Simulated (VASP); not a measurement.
Wanted: the native input for a VASP 6.6.1 run.

| Quantity | Value |
| --- | --- |
| Task | single point |
| Functional | PBEsol |
| Potentials or basis | VASP PAW PBE potentials, release 64 (Ba_sv, S) |
| Cutoff | 520 eV |
| k mesh | 10 × 10 × 10 |
| Occupations | gaussian, width 0.05 eV |
| Spin | no spin polarisation |
| Dipole correction | no |
| Further INCAR settings | ALGO = Normal; EDIFF = 1e-06; NBANDS = 15 |

The structure of BaS lies in POSCAR:

```
BaS
1.0
    0.0000000000      3.1658433279      3.1658433279
    3.1658433279      0.0000000000      3.1658433279
    3.1658433279      3.1658433279      0.0000000000
Ba S
1 1
Direct
    0.5000000000      0.5000000000      0.5000000000
    0.0000000000      0.0000000000      0.0000000000
```

The input as run:

INCAR

```
SYSTEM = BaS
  PREC = Accurate
  ENCUT = 520
  EDIFF = 1E-6
  ISMEAR = 0
  SIGMA = 0.05
  LREAL = .False.
  LASPH = .True.
  NELM = 80
  ALGO = Normal
  ISIF = 2
  LWAVE = .False.
  LCHARG = .True.
  GGA = PS
  LELF = .True.
  LVHAR = .True.
  NBANDS = 15
```

KPOINTS

```
regular mesh
0
Gamma
  10 10 10
  0 0 0
```

Potentials or basis: VASP PAW PBE potentials, release 64 (Ba_sv, S).

Launch:

```bash
$ cat potpaw_PBE.64/Ba_sv/POTCAR potpaw_PBE.64/S/POTCAR > POTCAR
$ mpirun -np 1 vasp_std > vasp.out
```

It gave:

```json
{
 "Pressure": "0.7 GPa",
 "Band gap on the k mesh": "1.93 eV, indirect (least direct gap 2.06 eV)"
}
```

Caveat: the PAW data sets were made with another functional, which shifts forces and pressure a little; spin-orbit coupling is left out, which moves the levels of the heavy elements.

Run time: 37 s on 1 thread of Intel(R) Xeon(R) Platinum 8259CL CPU @ 2.50GHz (Skylake/Cascade Lake), with other jobs on the host, peak memory 0.22 GiB.
